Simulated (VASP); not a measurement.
# Sb (Pm-3m) in VASP: notebook, part 2 of 3

VASP 6.6.1.

**4. Electric field gradients, PBE**

This run uses another cell than the first one, of 31.55 Å³/atom, 1.063 times its volume.

File INCAR:

```
SYSTEM = Sb
PREC = Accurate ; ENCUT = 400
EDIFF = 1E-8 ; ISMEAR = -1
SIGMA = 0.08 ; LREAL = .FALSE.
LASPH = .TRUE. ; NELM = 120
ALGO = Normal ; ISIF = 2
LWAVE = .FALSE. ; LCHARG = .FALSE.
GGA = PE ; LEFG = .TRUE.
NBANDS = 8 ; GGA_COMPAT = .FALSE.
```

File KPOINTS:

```
Automatic mesh
0
G
  12 12 12
  0 0 0
```

File POSCAR:

```
Sb
1.0
    3.1600000000      0.0000000000      0.0000000000
    0.0000000000      3.1600000000      0.0000000000
    0.0000000000      0.0000000000      3.1600000000
Sb
1
Direct
    0.0000000000      0.0000000000      0.0000000000
```

Potentials or basis: VASP PAW PBE potentials, release 64 (Sb).

Started as:

```bash
cat potpaw_PBE.64/Sb/POTCAR > POTCAR
mpirun -np 1 vasp_std > vasp.out
```

OUTCAR:

```text
SYSTEM = Sb
   PREC = Accurate
   ENCUT = 400
   EDIFF = 1E-8
   ISMEAR = -1
   LREAL = .FALSE.
   LASPH = .TRUE.
   NELM = 120
   ISIF = 2
   GGA = PE

 ion  position               nearest neighbor table
   1  0.000  0.000  0.000-

  LATTYP: Found a simple cubic cell.
 ALAT       =     3.1600000000

  Lattice vectors:

 A1 = (   3.1600000000,   0.0000000000,   0.0000000000)
 A2 = (   0.0000000000,   3.1600000000,   0.0000000000)
 A3 = (   0.0000000000,   0.0000000000,   3.1600000000)

Analysis of symmetry for initial positions (statically):
=====================================================================
 Subroutine PRICEL returns:
 Original cell was already a primitive cell.

 Routine SETGRP: Setting up the symmetry group for a
 simple cubic supercell.

 Subroutine GETGRP returns: Found 48 space group operations
 (whereof 48 operations were pure point group operations)
 out of a pool of 48 trial point group operations.

The static configuration has the point symmetry O_h .

Analysis of symmetry for dynamics (positions and initial velocities):
=====================================================================
 Subroutine PRICEL returns:
 Original cell was already a primitive cell.

 Routine SETGRP: Setting up the symmetry group for a
 simple cubic supercell.

 Subroutine GETGRP returns: Found 48 space group operations
 (whereof 48 operations were pure point group operations)
 out of a pool of 48 trial point group operations.

The dynamic configuration has the point symmetry O_h .

 Subroutine INISYM returns: Found 48 space group operations
 (whereof 48 operations are pure point group operations),
 and found     1 'primitive' translations

----------------------------------------------------------------------------------------

                                     Primitive cell

  volume of cell :      31.5545

  direct lattice vectors                    reciprocal lattice vectors
     3.160000000  0.000000000  0.000000000     0.316455696  0.000000000  0.000000000
     0.000000000  3.160000000  0.000000000     0.000000000  0.316455696  0.000000000
     0.000000000  0.000000000  3.160000000     0.000000000  0.000000000  0.316455696

  length of vectors
     3.160000000  3.160000000  3.160000000     0.316455696  0.316455696  0.316455696

  position of ions in fractional coordinates (direct lattice)
     0.000000000  0.000000000  0.000000000

  ion indices of the primitive-cell ions
   primitive index   ion index
                 1           1

----------------------------------------------------------------------------------------

 KPOINTS: Automatic mesh

Automatic generation of k-mesh.
 Grid dimensions read from file:
 generate k-points for:   12   12   12

 Generating k-lattice:

  Cartesian coordinates                     Fractional coordinates (reciprocal lattice)
     0.026371308  0.000000000  0.000000000     0.083333333  0.000000000  0.000000000
     0.000000000  0.026371308  0.000000000     0.000000000  0.083333333  0.000000000
[... 61 lines left out ...]
   NSW    =      0    number of steps for IOM
   IBRION =     -1    ionic relax: 0-MD 1-quasi-New 2-CG
   NFREE  =      0    steps in history (QN), initial steepest desc. (CG)
   ISIF   =      2    stress and relaxation
   ISYM   =      2    0-nonsym 1-usesym 2-fastsym
   POTIM  = 0.5000    time-step for ionic-motion
   TEBEG  =    0.0;   TEEND  =   0.0 temperature during run
   PSTRESS=    0.0 pullay stress
   NELECT =       5.0000    total number of electrons
   NUPDOWN=      -1.0000    fix difference up-down
   EMIN   =  10.00;   EMAX   =-10.00  energy-range for DOS
   EFERMI =   0.00;   METHOD = LEGACY
   ISMEAR =    -1;   SIGMA  =   0.08  broadening in eV -4-tet -1-fermi 0-gaus
   EFERMI_NEDOS =   21; number of points for ismear=-14 and -15
   IALGO  =     38    algorithm
   IMIX   =      4    mixing-type and parameters
     AMIX     =   0.40;   BMIX     =  1.00
     AMIX_MAG =   1.60;   BMIX_MAG =  1.00
  volume/ion in A,a.u.               =      31.55       212.94
  Fermi-wavevector in a.u.,A,eV,Ry     =   0.885886  1.674081 10.677766  0.784794
  Thomas-Fermi vector in A             =   2.006979
   LORBIT       =      0    0 simple, 1 ext, 2 COOP (PROOUT), +10 PAW based schemes
   GGA     = PE    functional components
   LHFCALC =     F    Hartree Fock is set to
   AEXX    =    0.0000 exact exchange contribution
   IVDW    =     0    specifies the selected vdW correction
   LEPSILON=     F    determine dielectric tensor
   LRPA    =     F    only Hartree local field effects (RPA)
 non-spin polarized calculation
  energy-cutoff  :      400.00
  volume of cell :       31.55
 maximum number of plane-waves:       588
 NGX is ok and might be reduce to    24
   NGX = 11   NGY = 11   NGZ = 11

 number of electron       5.0000001 magnetization

 Free energy of the ion-electron system (eV)
  ---------------------------------------------------
  ext. energy  EPLUGINS =         0.00000000
  ---------------------------------------------------
  free energy    TOTEN  =        -4.07525944 eV

  energy without entropy =       -4.05948717  energy(sigma->0) =       -4.06737331

 E-fermi :   6.5148     XC(G=0):  -9.3865

 val. band max:        6.5052325982   @ k =   0.1667   0.0000   0.0000
 cond. band min:       6.5479486546   @ k =   0.4167   0.4167   0.3333
 fundamental gap:      0.0427160564
 Fermi energy:         6.5147995705

 k-point     1 :       0.0000    0.0000    0.0000
  band No.  band energies     occupation
      1      -5.5223      2.00000
      2       9.5699      0.00000
      3       9.5699      0.00000
      4       9.5699      0.00000
      5      13.3137      0.00000
      6      13.3137      0.00000
      7      14.3701      0.00000
      8      23.7629      0.00000
[... 243 lines left out ...]
 k-point    24 :       0.4167    0.3333    0.0000
  band No.  band energies     occupation
      1      -2.1450      2.00000
      2       3.0041      2.00000
      3       4.7470      2.00000
      4      10.6463      0.00000
      5      12.4733      0.00000
      6      17.0179      0.00000
      7      19.1302      0.00000
      8      19.4071      0.00000

 [... further k-points ...]
[... 5 lines left out ...]
  --------------------------------------------------------------------------------------
  -------------------------------------------------------------------------------------
  Total       -0.4454509     -0.4454509     -0.4454509      0.0000000      0.0000000      0.0000000
  in kB      -22.6177376    -22.6177376    -22.6177376      0.0000000      0.0000000      0.0000000
  external PRESSURE =     -22.6177376 kB  Pullay stress =       0.0000000 kB

 VOLUME and BASIS-vectors are now :
 -----------------------------------------------------------------------------
  energy-cutoff  :      400.00
  volume of cell :       31.55
      direct lattice vectors                 reciprocal lattice vectors
     3.160000000  0.000000000  0.000000000     0.316455696  0.000000000  0.000000000
     0.000000000  3.160000000  0.000000000     0.000000000  0.316455696  0.000000000
     0.000000000  0.000000000  3.160000000     0.000000000  0.000000000  0.316455696

 POSITION                                       TOTAL-FORCE (eV/Angst)
 -----------------------------------------------------------------------------------
      0.00000      0.00000      0.00000         0.000000      0.000000      0.000000
 -----------------------------------------------------------------------------------
    total drift:                                0.000000      0.000000      0.000000

  FREE ENERGIE OF THE ION-ELECTRON SYSTEM (eV)
  ---------------------------------------------------
  free  energy   TOTEN  =        -4.0752594438 eV

  energy  without entropy=       -4.0594871703  energy(sigma->0) =       -4.06737331

 Electric field gradients (V/A^2)
---------------------------------------------------------------------
 ion       V_xx      V_yy      V_zz      V_xy      V_xz      V_yz
---------------------------------------------------------------------
   1       0.000    -0.000     0.000    -0.000    -0.000    -0.000
---------------------------------------------------------------------

 Electric field gradients after diagonalization (V/A^2)
 (convention: |V_zz| > |V_xx| > |V_yy|)
----------------------------------------------------------------------
 ion       V_xx      V_yy      V_zz     asymmetry (V_yy - V_xx)/ V_zz
----------------------------------------------------------------------
   1       0.000    -0.000     0.000      -1.047
----------------------------------------------------------------------

           NMR quadrupolar parameters

 Cq : quadrupolar parameter    Cq=e*Q*V_zz/h
 eta: asymmetry parameters     (V_yy - V_xx)/ V_zz
 Q  : nuclear electric quadrupole moment in mb (millibarn)
----------------------------------------------------------------------
 ion       Cq(MHz)       eta       Q (mb)
----------------------------------------------------------------------
   1       0.000      -1.047       1.000
----------------------------------------------------------------------
```

OSZICAR:

```text
N       E                     dE             d eps       ncg     rms          rms(c)
DAV:   1     0.365570243988E+01    0.36557E+01   -0.14171E+03  1360   0.318E+02
DAV:   2    -0.397238436477E+01   -0.76281E+01   -0.74249E+01  1896   0.464E+01
DAV:   3    -0.407009891598E+01   -0.97715E-01   -0.97518E-01  1584   0.581E+00
DAV:   4    -0.407051489142E+01   -0.41598E-03   -0.41597E-03  2056   0.442E-01
DAV:   5    -0.407051648655E+01   -0.15951E-05   -0.15953E-05  1688   0.174E-02    0.175E+00
DAV:   6    -0.407328168170E+01   -0.27652E-02   -0.10647E-03  1656   0.202E-01    0.103E+00
DAV:   7    -0.407520241636E+01   -0.19207E-02   -0.25296E-03  1496   0.306E-01    0.788E-02
DAV:   8    -0.407525564329E+01   -0.53227E-04   -0.86495E-05  1776   0.623E-02    0.701E-03
DAV:   9    -0.407525899442E+01   -0.33511E-05   -0.25130E-06  1776   0.998E-03    0.210E-03
DAV:  10    -0.407525944163E+01   -0.44721E-06   -0.10173E-06  1600   0.531E-03    0.437E-04
DAV:  11    -0.407525944385E+01   -0.22223E-08   -0.11608E-08  1736   0.671E-04
   1 F= -.40752594E+01 E0= -.40673733E+01  d E =-.157723E-01
```

Run time: 8.4 s. Hardware: 1 thread of AMD EPYC 9R45 (Zen 5), shared host; peak memory 0.11 GiB.

What came out:

```yaml
Free_energy: -4.0753 eV
Pressure: -2.3 GPa
```

Levels at points of the mesh, in eV from the Fermi level:
| k point | band 1 | band 2 | band 3 | band 4 | band 5 | band 6 | band 7 | band 8 |
| --- | --- | --- | --- | --- | --- | --- | --- | --- |
| (0.00, 0.00, 0.00) | -12.04 | 3.06 | 3.06 | 3.06 | 6.80 | 6.80 | 7.86 | 17.25 |
| (0.50, 0.00, 0.00) | -9.82 | -5.27 | 4.88 | 4.88 | 8.78 | 10.38 | 11.03 | 11.20 |
| (0.50, 0.50, 0.00) | -7.48 | -3.36 | -3.36 | 2.32 | 6.71 | 12.32 | 13.02 | 13.02 |
| (0.50, 0.50, 0.50) | -4.91 | -1.58 | -1.58 | -1.58 | 4.84 | 4.84 | 4.84 | 7.01 |

Caveat: without QUAD_EFG the Cq values of the log hold for a quadrupole moment of 1 mb, not for the nuclei; spin-orbit coupling is left out, which moves the levels of the heavy elements.

**5. Electric field gradients, PBE (volume scaled by 1.02)**

File INCAR:

```
SYSTEM = Sb
  PREC = Accurate
  ENCUT = 400
  EDIFF = 1E-8
  ISMEAR = -1
  SIGMA = 0.08
  LREAL = .False.
  LASPH = .True.
  NELM = 120
  ALGO = Normal
  ISIF = 2
  LWAVE = .False.
  LCHARG = .False.
  GGA = PE
  LEFG = .True.
  NBANDS = 8
  GGA_COMPAT = .False.
```

File KPOINTS:

```
regular mesh
0
Gamma
  12 12 12
  0 0 0
```

File POSCAR:

```
Sb
1.0
    3.1809277622      0.0000000000      0.0000000000
    0.0000000000      3.1809277622      0.0000000000
    0.0000000000      0.0000000000      3.1809277622
Sb
1
Direct
    0.0000000000      0.0000000000      0.0000000000
```

Potentials or basis: VASP PAW PBE potentials, release 64 (Sb).

Started as:

```bash
cat potpaw_PBE.64/Sb/POTCAR > POTCAR
mpirun -np 1 vasp_std > vasp.out
```

OUTCAR:

```text
SYSTEM = Sb
   PREC = Accurate
   ENCUT = 400
   EDIFF = 1E-8
   ISMEAR = -1
   LREAL = .False.
   LASPH = .True.
   NELM = 120
   ISIF = 2
   GGA = PE

 ion  position               nearest neighbor table
   1  0.000  0.000  0.000-

  LATTYP: Found a simple cubic cell.
 ALAT       =     3.1809277622

  Lattice vectors:

 A1 = (   3.1809277622,   0.0000000000,   0.0000000000)
 A2 = (   0.0000000000,   3.1809277622,   0.0000000000)
 A3 = (   0.0000000000,   0.0000000000,   3.1809277622)

Analysis of symmetry for initial positions (statically):
=====================================================================
 Subroutine PRICEL returns:
 Original cell was already a primitive cell.

 Routine SETGRP: Setting up the symmetry group for a
 simple cubic supercell.

 Subroutine GETGRP returns: Found 48 space group operations
 (whereof 48 operations were pure point group operations)
 out of a pool of 48 trial point group operations.

The static configuration has the point symmetry O_h .

Analysis of symmetry for dynamics (positions and initial velocities):
=====================================================================
 Subroutine PRICEL returns:
 Original cell was already a primitive cell.

 Routine SETGRP: Setting up the symmetry group for a
 simple cubic supercell.

 Subroutine GETGRP returns: Found 48 space group operations
 (whereof 48 operations were pure point group operations)
 out of a pool of 48 trial point group operations.

The dynamic configuration has the point symmetry O_h .

 Subroutine INISYM returns: Found 48 space group operations
 (whereof 48 operations are pure point group operations),
 and found     1 'primitive' translations

[... 144 lines left out ...]
 fundamental gap:      0.0194564795
 Fermi energy:         6.2754585284

 k-point     1 :       0.0000    0.0000    0.0000
  band No.  band energies     occupation
      1      -5.6156      2.00000
      2       9.2855      0.00000
      3       9.2855      0.00000
      4       9.2855      0.00000
      5      13.0627      0.00000
      6      13.0627      0.00000
      7      14.0203      0.00000
      8      23.4151      0.00000
[... 243 lines left out ...]
 k-point    24 :       0.4167    0.3333    0.0000
  band No.  band energies     occupation
      1      -2.3319      2.00000
      2       2.8551      2.00000
      3       4.5475      2.00000
      4      10.4467      0.00000
      5      12.0934      0.00000
      6      16.6976      0.00000
      7      18.8160      0.00000
      8      19.1052      0.00000

 [... further k-points ...]
[... 5 lines left out ...]
  --------------------------------------------------------------------------------------
  -------------------------------------------------------------------------------------
  Total       -0.6185040     -0.6185040     -0.6185040      0.0000000      0.0000000     -0.0000000
  in kB      -30.7887243    -30.7887243    -30.7887243      0.0000000      0.0000000     -0.0000000
  external PRESSURE =     -30.7887243 kB  Pullay stress =       0.0000000 kB

 VOLUME and BASIS-vectors are now :
 -----------------------------------------------------------------------------
  energy-cutoff  :      400.00
  volume of cell :       32.19
      direct lattice vectors                 reciprocal lattice vectors
     3.180927762  0.000000000  0.000000000     0.314373691  0.000000000  0.000000000
     0.000000000  3.180927762  0.000000000     0.000000000  0.314373691  0.000000000
     0.000000000  0.000000000  3.180927762     0.000000000  0.000000000  0.314373691

 POSITION                                       TOTAL-FORCE (eV/Angst)
 -----------------------------------------------------------------------------------
      0.00000      0.00000      0.00000         0.000000      0.000000      0.000000
 -----------------------------------------------------------------------------------
    total drift:                                0.000000     -0.000000      0.000000

  FREE ENERGIE OF THE ION-ELECTRON SYSTEM (eV)
  ---------------------------------------------------
  free  energy   TOTEN  =        -4.0647306874 eV

  energy  without entropy=       -4.0488002239  energy(sigma->0) =       -4.05676546

 Electric field gradients (V/A^2)
---------------------------------------------------------------------
 ion       V_xx      V_yy      V_zz      V_xy      V_xz      V_yz
---------------------------------------------------------------------
   1       0.000     0.000    -0.000     0.000    -0.000     0.000
---------------------------------------------------------------------

 Electric field gradients after diagonalization (V/A^2)
 (convention: |V_zz| > |V_xx| > |V_yy|)
----------------------------------------------------------------------
 ion       V_xx      V_yy      V_zz     asymmetry (V_yy - V_xx)/ V_zz
----------------------------------------------------------------------
   1       0.000    -0.000     0.000      -0.593
----------------------------------------------------------------------

           NMR quadrupolar parameters

 Cq : quadrupolar parameter    Cq=e*Q*V_zz/h
 eta: asymmetry parameters     (V_yy - V_xx)/ V_zz
 Q  : nuclear electric quadrupole moment in mb (millibarn)
----------------------------------------------------------------------
 ion       Cq(MHz)       eta       Q (mb)
----------------------------------------------------------------------
   1       0.000      -0.593       1.000
----------------------------------------------------------------------
```

stdout:

```text
POSCAR found type information on POSCAR Sb
 POSCAR found :  1 types and       1 ions
 scaLAPACK will be used
 LDA part: xc-table for (Slater+PW92), standard interpolation
 POSCAR, INCAR and KPOINTS ok, starting setup
 FFT: planning ... GRIDC
 FFT: planning ... GRID_SOFT
 FFT: planning ... GRID
 WAVECAR not read
 entering main loop
ion   1
```

Run time: 9.4 s. Hardware: 1 thread of AMD EPYC 9R45 (Zen 5), shared host; peak memory 0.11 GiB.

What came out:

- Free energy: -4.0647 eV
- Pressure: -3.1 GPa

Levels at points of the mesh, in eV from the Fermi level:
```
           k point  band 1  band 2  band 3  band 4  band 5  band 6  band 7
(0.00, 0.00, 0.00)  -11.89    3.01    3.01    3.01    6.79    6.79    7.74
(0.50, 0.00, 0.00)   -9.74   -5.13    4.78    4.78    8.73   10.33   10.87
(0.50, 0.50, 0.00)   -7.48   -3.27   -3.27    2.39    6.54   12.18   12.94
(0.50, 0.50, 0.50)   -5.01   -1.53   -1.53   -1.53    4.88    4.88    4.88
```

Caveat: the cell differs from its parent crystal (volume scaled by 1.02); without QUAD_EFG the Cq values of the log hold for a quadrupole moment of 1 mb, not for the nuclei; spin-orbit coupling is left out, which moves the levels of the heavy elements.

(Part 2 of 3 ends here.)
